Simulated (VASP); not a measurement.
SnTe: elastic constants with PBEsol

SnTe:

```
Sn Te
1.0
     0.00000    3.14409    3.14409
     3.14409    0.00000    3.14409
     3.14409    3.14409    0.00000
Sn Te
1 1
Direct
  0.50000 0.50000 0.50000
  0.00000 0.00000 0.00000
```

```yaml
Program: VASP 6.6.1
Task: elastic constants
Functional: PBEsol
Potentials_or_basis: VASP PAW PBE potentials, release 64 (Sn_d, Te)
Cutoff: 600 eV
k_mesh: 8 × 8 × 8
Occupations: gaussian, width 0.05 eV
Spin: no spin polarisation
Dipole_correction: no
Ions_in_elastic_constants: relaxed
Further_INCAR_settings: ALGO = Normal; EDIFF = 1e-08; IBRION = 6; POTIM = 0.015; NSW = 1; ISIF = 3
```

| Quantity | Value |
| --- | --- |
| Elastic constants C11, C12, C44 | 134, 5, 15 GPa |
| Voigt bulk modulus | 48 GPa |
| Highest phonon frequency at Γ, LO-TO splitting left out | 0 cm⁻¹ |

Phonon frequencies in cm⁻¹ (negative: imaginary):
| q point | frequencies |
| --- | --- |
| (0.000, 0.000, 0.000) | -17 -17 -17 0 0 0 |

Elastic tensor in Voigt notation (GPa, in the Cartesian axes of the cell as first typed):
```
134   5   5   0   0   0
  5 134   5   0   0   0
  5   5 134   0   0   0
  0   0   0  15   0   0
  0   0   0   0  15   0
  0   0   0   0   0  15
```

Clamped-ion elastic tensor (GPa):
```
134   5   5   0   0   0
  5 134   5   0   0   0
  5   5 134   0   0   0
  0   0   0  15   0   0
  0   0   0   0  15   0
  0   0   0   0   0  15
```

Run time: 7.5 min on 1 thread of Intel(R) Xeon(R) 6975P-C (Granite Rapids), with other jobs on the host, peak memory 0.4 GiB.

Caveat: some modes are imaginary; the PAW data sets were made with another functional, which shifts forces and pressure a little.
